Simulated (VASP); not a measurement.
Wanted: the native input for a VASP 6.6.1 run.

```yaml
Task: single point
Functional: r2SCAN
Potentials_or_basis: VASP PAW PBE potentials, release 64 (Ca_sv, O)
Cutoff: 520 eV
k_mesh: 6 × 6 × 4
Occupations: gaussian, width 0.01 eV
Spin: no spin polarisation
Dipole_correction: no
Further_INCAR_settings: ALGO = Normal; EDIFF = 1e-07; NBANDS = 24
```

Crystal: CaO.

```
CELL_PARAMETERS angstrom
3.98084 0.00000 0.00000
-1.99042 3.44751 0.00000
0.00000 0.00000 4.77044
ATOMIC_POSITIONS crystal
Ca 0.33333 0.66667 0.93750
Ca 0.66667 0.33333 0.43750
O 0.33333 0.66667 0.43750
O 0.66667 0.33333 0.93750
```

One way to write it, as run:

POSCAR

```
CaO
1.0
    3.9808380002      0.0000000000      0.0000000000
   -1.9904190001      3.4475068365      0.0000000000
    0.0000000000      0.0000000000      4.7704440691
Ca O
2 2
Direct
    0.3333333333      0.6666666667     -0.0625000000
    0.6666666667      0.3333333333      0.4375000000
    0.3333333333      0.6666666667      0.4375000000
    0.6666666667      0.3333333333      0.9375000000
```

INCAR.step1

```
SYSTEM = CaO
PREC = Accurate ; ENCUT = 520
ISMEAR = 0 ; SIGMA = 0.01
LREAL = .False. ; LASPH = .True.
NELM = 60 ; NBANDS = 24
GGA = PE ; ALGO = Normal
EDIFF = 1E-4 ; LWAVE = .True.
LCHARG = .False.
```

INCAR.step2

```
SYSTEM = CaO
PREC = Accurate ; ENCUT = 520
EDIFF = 1E-7 ; ISMEAR = 0
SIGMA = 0.01 ; LREAL = .False.
LASPH = .True. ; NELM = 60
ALGO = Normal ; ISIF = 2
LWAVE = .False. ; LCHARG = .False.
METAGGA = R2SCAN ; LMIXTAU = .True.
NBANDS = 24 ; ISTART = 1
```

KPOINTS

```
regular mesh
0
Gamma
  6 6 4
  0 0 0
```

Potentials or basis: VASP PAW PBE potentials, release 64 (Ca_sv, O).

Run with:

```bash
$ cat potpaw_PBE.64/Ca_sv/POTCAR potpaw_PBE.64/O/POTCAR > POTCAR
$ cp INCAR.step1 INCAR
$ mpirun -np 1 vasp_std > vasp.out
$ cp INCAR.step2 INCAR
$ mpirun -np 1 vasp_std > vasp.out
```

Results of the run:

```json
{"Pressure": "1.0 GPa", "Band gap on the k mesh": "3.61 eV"}
```

Caveat: the structure was generated, so it needn't be the stable form of CaO; the PAW data sets were made with another functional, which shifts forces and pressure a little.

Wall time 67 s on 1 thread of Intel(R) Xeon(R) 6975P-C (Granite Rapids), with other jobs on the host, peak memory 0.19 GiB.
